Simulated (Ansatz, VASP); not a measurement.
**One calculation of MgSe, two programs**

```xyz
2
Lattice="0.0000 2.7120 2.7120 2.7120 0.0000 2.7120 2.7120 2.7120 0.0000" Properties=species:S:1:pos:R:3 pbc="T T T"
Mg    0.0000    0.0000    0.0000
Se    2.7120    2.7120    2.7120
```

Alike in both runs: functional PBE; dispersion D3(BJ); k mesh 8 × 8 × 8; occupations gaussian, width 0.02 eV; no spin polarisation.

Ansatz relaxed the structure, and its values are those at the end. VASP's run is a single point on that final structure, the one shown.

```csv
,VASP,Ansatz
version,VASP 6.6.1,Ansatz 0.2.0
potentials or method,"VASP PAW PBE potentials, release 64 (Mg, Se), cutoff 600 eV","scalar-relativistic, plane waves, PAW"
valence electrons in the cell,8,26
```

VASP gave:

* gap on the k mesh at the Fermi level (eV): 1.83
* least direct gap on the mesh (eV): 2.70
* pressure (GPa): -0.1

Q: What did Ansatz give for the same quantities?

A: gap on the k mesh at the Fermi level (eV): 1.85; least direct gap on the mesh (eV): 2.71; pressure (GPa): 0.0.

VASP's potentials hold 8 valence electrons a cell and Ansatz's 26, so a difference there can come from the potentials and not from the codes.
